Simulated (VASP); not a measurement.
# Sb in VASP: further runs

Sb is run at these levels: PBE; tasks: electric field gradients.

All numbers are computed with VASP 6.6.1; they aren't measurements. Logs are shortened: lines on timing, memory, paths and dates and some standing lists are left out, and cuts for length are marked.

### 1 The cell of the first run

It takes space group R-3m (No. 166, trigonal). The conventional cell has a = 4.301 Å, b = 4.301 Å, c = 11.569 Å, α = 90.00°, β = 90.00°, γ = 120.00°. Within 3.9 Å of Sb (site symmetry 3m) lie 6 Sb at 2.93 to 3.39 Å.

### 2 Electric field gradients, PBE (zz strain of +3 %)

Input file INCAR:

```
PREC     = Accurate       # precision mode
ENCUT    = 520            # plane-wave cutoff, eV
EDIFF    = 1E-8           # SCF threshold, eV
ISMEAR   = -1             # smearing method
SIGMA    = 0.05           # smearing width, eV
LREAL    = False          # projectors in reciprocal space
LASPH    = True           # aspherical terms in the spheres
NELM     = 80             # most SCF steps
ALGO     = Normal         # electronic algorithm
ISIF     = 2              # what is computed and relaxed
LWAVE    = False          # write WAVECAR
LCHARG   = False          # write CHGCAR
GGA      = PE             # functional
LEFG     = True         
NBANDS   = 12             # bands
```

Input file KPOINTS:

```
regular mesh
0
Gamma
  9 9 9
```

Input file POSCAR:

```
Sb
1.0
    2.1506003320      1.2416496806      3.8563200000
   -2.1506003320      1.2416496806      3.8563200000
    0.0000000000     -2.4832993611      3.8563200000
Sb
2
Direct
    0.2336400000      0.2336400000      0.2336400000
    0.7663600000      0.7663600000      0.7663600000
```

Potentials or basis: VASP PAW PBE potentials, release 64 (Sb).

Run with:

```console
$ cat potpaw_PBE.64/Sb/POTCAR > POTCAR
$ mpirun -np 1 vasp_std > vasp.out
```

OUTCAR:

```text
PREC = Accurate
   ENCUT = 520
   EDIFF = 1E-8
   ISMEAR = -1
   LREAL = False
   LASPH = True
   NELM = 80
   ISIF = 2
   GGA = PE

 ion  position               nearest neighbor table
   1  0.234  0.234  0.234-   2 2.93   2 2.93   2 2.93   2 3.39   2 3.39   2 3.39
   2  0.766  0.766  0.766-   1 2.93   1 2.93   1 2.93   1 3.39   1 3.39   1 3.39

  LATTYP: Found a trigonal (rhomboedric) cell.
 ALAT       =     4.5867177436
 COS(alpha) =     0.5603112216

  Lattice vectors:

 A1 = (   2.1506003320,   1.2416496806,   3.8563200000)
 A2 = (  -2.1506003320,   1.2416496806,   3.8563200000)
 A3 = (   0.0000000000,  -2.4832993611,   3.8563200000)

Analysis of symmetry for initial positions (statically):
=====================================================================
 Subroutine PRICEL returns:
 Original cell was already a primitive cell.

 Routine SETGRP: Setting up the symmetry group for a
 trigonal (rhombohedral) supercell.

 Subroutine GETGRP returns: Found 12 space group operations
 (whereof 12 operations were pure point group operations)
 out of a pool of 12 trial point group operations.

The static configuration has the point symmetry D_3d.

Analysis of symmetry for dynamics (positions and initial velocities):
=====================================================================
 Subroutine PRICEL returns:
 Original cell was already a primitive cell.

 Routine SETGRP: Setting up the symmetry group for a
 trigonal (rhombohedral) supercell.

 Subroutine GETGRP returns: Found 12 space group operations
 (whereof 12 operations were pure point group operations)
 out of a pool of 12 trial point group operations.

The dynamic configuration has the point symmetry D_3d.

 Subroutine INISYM returns: Found 12 space group operations
 (whereof 12 operations are pure point group operations),
 and found     1 'primitive' translations

----------------------------------------------------------------------------------------

                                     Primitive cell

  volume of cell :      61.7850

  direct lattice vectors                    reciprocal lattice vectors
     2.150600332  1.241649681  3.856320000     0.232493222  0.134230024  0.086438193
    -2.150600332  1.241649681  3.856320000    -0.232493222  0.134230024  0.086438193
     0.000000000 -2.483299361  3.856320000     0.000000000 -0.268460048  0.086438193

  length of vectors
     4.586717744  4.586717744  4.586717744     0.282032549  0.282032549  0.282032549

  position of ions in fractional coordinates (direct lattice)
     0.233640000  0.233640000  0.233640000
     0.766360000  0.766360000  0.766360000

  ion indices of the primitive-cell ions
   primitive index   ion index
                 1           1
                 2           2

----------------------------------------------------------------------------------------

 KPOINTS: regular mesh

Automatic generation of k-mesh.
 Grid dimensions read from file:
 generate k-points for:    9    9    9

 Generating k-lattice:

  Cartesian coordinates                     Fractional coordinates (reciprocal lattice)
     0.025832580  0.014914447  0.009604244     0.111111111  0.000000000  0.000000000
    -0.025832580  0.014914447  0.009604244     0.000000000  0.111111111  0.000000000
     0.000000000 -0.029828894  0.009604244    -0.000000000 -0.000000000  0.111111111

  Length of vectors
     0.031336950  0.031336950  0.031336950

  Shift w.r.t. Gamma in fractional coordinates (k-lattice)
     0.000000000  0.000000000  0.000000000

 Subroutine IBZKPT returns following result:
 ===========================================

 Found     85 irreducible k-points:

 Following reciprocal coordinates:
            Coordinates               Weight
  0.000000  0.000000  0.000000      1.000000
  0.111111  0.000000  0.000000      6.000000
  0.222222 -0.000000 -0.000000      6.000000
  0.333333  0.000000  0.000000      6.000000
  0.444444 -0.000000 -0.000000      6.000000
  0.111111  0.111111  0.000000      6.000000
[... 16 lines left out ...]
 -0.333333  0.333333  0.000000      6.000000
  0.444444  0.444444 -0.000000      6.000000
 [... further k-points ...]
   k-points           NKPTS =     85   k-points in BZ     NKDIM =     85   number of bands    NBANDS=     12
   number of dos      NEDOS =    301   number of ions     NIONS =      2
   total plane-waves  NPLWV =  46656
   dimension x,y,z NGX =    36 NGY =   36 NGZ =   36
   dimension x,y,z NGXF=    72 NGYF=   72 NGZF=   72
   ions per type =               2
   NGX,Y,Z   is equivalent  to a cutoff of  13.05, 13.05, 13.05 a.u.
   NGXF,Y,Z  is equivalent  to a cutoff of  26.10, 26.10, 26.10 a.u.
 SYSTEM =  unknown system
   PREC   = accura    normal or accurate (medium, high low for compatibility)
   ISTART =      0    job   : 0-new  1-cont  2-samecut
   ICHARG =      2    charge: 1-file 2-atom 10-const
   ISPIN  =      1    spin polarized calculation?
   LNONCOLLINEAR =      F non collinear calculations
   LSORBIT =      F    spin-orbit coupling
   LASPH  =      T    aspherical Exc in radial PAW
   ENCUT  =  520.0 eV  38.22 Ry    6.18 a.u.   8.53  8.53  8.53*2*pi/ulx,y,z
   NELM   =     80;   NELMIN=  2; NELMDL= -5     # of ELM steps
   EDIFF  = 0.1E-07   stopping-criterion for ELM
   LREAL  =      F    real-space projection
   EDIFFG = 0.1E-06   stopping-criterion for IOM
   NSW    =      0    number of steps for IOM
   IBRION =     -1    ionic relax: 0-MD 1-quasi-New 2-CG
   NFREE  =      0    steps in history (QN), initial steepest desc. (CG)
   ISIF   =      2    stress and relaxation
   ISYM   =      2    0-nonsym 1-usesym 2-fastsym
   POTIM  = 0.5000    time-step for ionic-motion
   TEBEG  =    0.0;   TEEND  =   0.0 temperature during run
   PSTRESS=    0.0 pullay stress
   NELECT =      10.0000    total number of electrons
   NUPDOWN=      -1.0000    fix difference up-down
   EMIN   =  10.00;   EMAX   =-10.00  energy-range for DOS
   EFERMI =   0.00;   METHOD = LEGACY
   ISMEAR =    -1;   SIGMA  =   0.05  broadening in eV -4-tet -1-fermi 0-gaus
   EFERMI_NEDOS =   21; number of points for ismear=-14 and -15
   IALGO  =     38    algorithm
   IMIX   =      4    mixing-type and parameters
     AMIX     =   0.40;   BMIX     =  1.00
     AMIX_MAG =   1.60;   BMIX_MAG =  1.00
  volume/ion in A,a.u.               =      30.89       208.47
  Fermi-wavevector in a.u.,A,eV,Ry     =   0.892169  1.685955 10.829768  0.795966
  Thomas-Fermi vector in A             =   2.014083
   LORBIT       =      0    0 simple, 1 ext, 2 COOP (PROOUT), +10 PAW based schemes
   GGA     = PE    functional components
[... 5 lines left out ...]
 non-spin polarized calculation
  energy-cutoff  :      520.00
  volume of cell :       61.79
 maximum number of plane-waves:      1680
 NGX is ok and might be reduce to    36
   NGX = 17   NGY = 17   NGZ = 17

 number of electron      10.0000000 magnetization

 Free energy of the ion-electron system (eV)
  ---------------------------------------------------
  ext. energy  EPLUGINS =         0.00000000
  ---------------------------------------------------
  free energy    TOTEN  =        -8.26892962 eV

  energy without entropy =       -8.26675676  energy(sigma->0) =       -8.26784319

 E-fermi :   7.0181     XC(G=0):  -9.4315

 val. band max:        6.9940099272   @ k =   0.3333   0.2222   0.2222
 cond. band min:       7.0541640431   @ k =   0.4444  -0.0000  -0.0000
 fundamental gap:      0.0601541159
 Fermi energy:         7.0180608051

 k-point     1 :       0.0000    0.0000    0.0000
  band No.  band energies     occupation
      1      -5.5477      2.00000
      2       2.0542      2.00000
      3       4.8057      2.00000
      4       5.3593      2.00000
      5       5.3593      2.00000
      6       9.0670      0.00000
      7       9.6538      0.00000
      8       9.6538      0.00000
      9      12.2238      0.00000
     10      12.2246      0.00000
     11      12.2246      0.00000
     12      13.6914      0.00000
[... 331 lines left out ...]
 k-point    24 :       0.4444    0.4444   -0.0000
  band No.  band energies     occupation
      1      -3.3961      2.00000
      2      -0.8726      2.00000
      3       1.8724      2.00000
      4       3.3453      2.00000
      5       3.5838      2.00000
      6       8.6605      0.00000
      7      11.6744      0.00000
      8      12.3364      0.00000
      9      13.1731      0.00000
     10      15.4851      0.00000
     11      16.5984      0.00000
     12      17.5227      0.00000

 [... further k-points ...]

------------------------ aborting loop because EDIFF is reached ----------------------------------------

  FORCE on cell =-STRESS in cart. coord.  units (eV):
  Direction    XX          YY          ZZ          XY          YZ          ZX
  --------------------------------------------------------------------------------------
  -------------------------------------------------------------------------------------
  Total        0.7833064      0.7833064      0.2729500      0.0000000      0.0000000      0.0000000
  in kB       20.3123029     20.3123029      7.0780013      0.0000000      0.0000000      0.0000000
  external PRESSURE =      15.9008690 kB  Pullay stress =       0.0000000 kB

 VOLUME and BASIS-vectors are now :
 -----------------------------------------------------------------------------
  energy-cutoff  :      520.00
  volume of cell :       61.79
      direct lattice vectors                 reciprocal lattice vectors
     2.150600332  1.241649681  3.856320000     0.232493222  0.134230024  0.086438193
    -2.150600332  1.241649681  3.856320000    -0.232493222  0.134230024  0.086438193
     0.000000000 -2.483299361  3.856320000     0.000000000 -0.268460048  0.086438193

 POSITION                                       TOTAL-FORCE (eV/Angst)
 -----------------------------------------------------------------------------------
      0.00000      0.00000      2.70297         0.000000      0.000000      0.042386
      0.00000      0.00000      8.86599         0.000000     -0.000000     -0.042386
 -----------------------------------------------------------------------------------
    total drift:                                0.000000     -0.000000      0.000000

  FREE ENERGIE OF THE ION-ELECTRON SYSTEM (eV)
  ---------------------------------------------------
  free  energy   TOTEN  =        -8.2689296151 eV

  energy  without entropy=       -8.2667567612  energy(sigma->0) =       -8.26784319

 Electric field gradients (V/A^2)
---------------------------------------------------------------------
 ion       V_xx      V_yy      V_zz      V_xy      V_xz      V_yz
---------------------------------------------------------------------
   1      18.141    18.141   -36.281    -0.000    -0.000    -0.000
   2      18.141    18.141   -36.281    -0.000    -0.000    -0.000
---------------------------------------------------------------------

 Electric field gradients after diagonalization (V/A^2)
 (convention: |V_zz| > |V_xx| > |V_yy|)
----------------------------------------------------------------------
 ion       V_xx      V_yy      V_zz     asymmetry (V_yy - V_xx)/ V_zz
----------------------------------------------------------------------
   1      18.141    18.141   -36.281       0.000
   2      18.141    18.141   -36.281       0.000
----------------------------------------------------------------------

           NMR quadrupolar parameters

 Cq : quadrupolar parameter    Cq=e*Q*V_zz/h
 eta: asymmetry parameters     (V_yy - V_xx)/ V_zz
 Q  : nuclear electric quadrupole moment in mb (millibarn)
----------------------------------------------------------------------
 ion       Cq(MHz)       eta       Q (mb)
----------------------------------------------------------------------
   1      -0.088       0.000       1.000
   2      -0.088       0.000       1.000
----------------------------------------------------------------------
```

Wall time 86 s (1 thread of AMD EPYC 7R43 (Zen 3), shared host); peak memory 0.19 GiB.

What came out:

| Item | Value |
| --- | --- |
| Free energy | -8.2689 eV |
| Pressure | 1.6 GPa |
| Largest force | 0.042 eV/Å |
| Band gap on the k mesh | 0.06 eV, indirect (least direct gap 0.53 eV) |

Forces in eV/Å, atoms in the order of the input:
```
Sb   0.000  0.000  0.042
Sb   0.000  0.000 -0.042
```

Levels at points of the mesh, in eV from the valence-band top:
| k point | band 2 | band 3 | band 4 | band 5 | band 6 | band 7 | band 8 | band 9 |
| --- | --- | --- | --- | --- | --- | --- | --- | --- |
| (0.00, 0.00, 0.00) | -4.94 | -2.19 | -1.63 | -1.63 | 2.07 | 2.66 | 2.66 | 5.23 |

Electric field gradients, principal values (V/Å²):
```tsv
atom	least	middle	greatest (by size)
1 Sb	18.141	18.141	-36.281
2 Sb	18.141	18.141	-36.281
```

Caveat: the cell differs from its parent crystal (zz strain of +3 %); without QUAD_EFG the Cq values of the log hold for a quadrupole moment of 1 mb, not for the nuclei; spin-orbit coupling is left out, which moves the levels of the heavy elements. A k mesh can miss the band edges.

(Continued in part 2 of 2.)
